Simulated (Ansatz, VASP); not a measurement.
# Two plane-wave programs on HfC

Contents of INCAR:

```
SYSTEM = HfC
PREC = Accurate
ENCUT = 600
EDIFF = 1E-7
ISMEAR = 0
SIGMA = 0.05
LREAL = .FALSE.
LASPH = .TRUE.
NELM = 100
ALGO = Normal
ISIF = 3
LWAVE = .FALSE.
LCHARG = .FALSE.
GGA = PE
IBRION = 2
NSW = 80
EDIFFG = -0.01
```

KPOINTS

```
regular mesh
0
G
  12 12 8
  0 0 0
```

File POSCAR:

```
HfC
1.0
    3.4255396858      0.0000000000      0.0000000000
   -1.7127698429      2.9666043895      0.0000000000
    0.0000000000      0.0000000000      4.7743636847
Hf C
2 2
Direct
    0.3333333333      0.6666666667      0.2500000000
    0.6666666667      0.3333333333      0.7500000000
    0.0000000000      0.0000000000      0.0000000000
    0.0000000000      0.0000000000      0.5000000000
```

Input for Ansatz:

```yaml
crystal:
  lattice:
    - [3.4255396858, 0.0, 0.0]
    - [-1.7127698429, 2.9666043895, 0.0]
    - [0.0, 0.0, 4.7743636847]
  atoms:
    - { symbol: Hf, position: [0.3333333333, 0.6666666667, 0.25] }
    - { symbol: Hf, position: [0.6666666667, 0.3333333333, 0.75] }
    - { symbol: C, position: [0.0, 0.0, 0.0] }
    - { symbol: C, position: [0.0, 0.0, 0.5] }
basis:
  ecutwfc: 420
  ecutrho_ratio: 4
kpoints:
  mp_grid: { grid: [12, 12, 8] }
hamiltonian:
  xc: pbe
scf:
  occupations: { method: gaussian, width: 0.05 }
output:
  forces: true
  stress: true
  eigenvalues: true
relax:
  f_tol: 0.01
  max_steps: 60
  cell: { stress_tol: 0.04 }
```

Alike in both runs: task relaxation of cell and atoms; functional PBE; k mesh 12 × 12 × 8; occupations gaussian, width 0.05 eV; no spin polarisation.

```csv
,VASP,Ansatz
version,VASP 6.6.1,Ansatz 0.2.0
potentials or method,"VASP PAW PBE potentials, release 64 (Hf_pv, C), cutoff 600 eV","scalar-relativistic, plane waves, PAW"
valence electrons in the cell,28,60
```

Ansatz gave:

* gap on the k mesh at the Fermi level, each at its own relaxed structure (eV): none
* relaxed volume (Å³/atom): 12.55
* relaxed length of the cell vector where the two differ most in proportion (Å): 5.227

Problem. What did VASP give for the same quantities?

Solution. gap on the k mesh at the Fermi level, each at its own relaxed structure (eV): none; relaxed volume (Å³/atom): 12.51; relaxed length of the cell vector where the two differ most in proportion (Å): 5.221.

A gap of «none» marks a metal or a gap that the smearing closes. VASP's potentials hold 28 valence electrons a cell and Ansatz's 60, so a difference there can come from the potentials and not from the codes.

Spin-orbit coupling is off throughout.
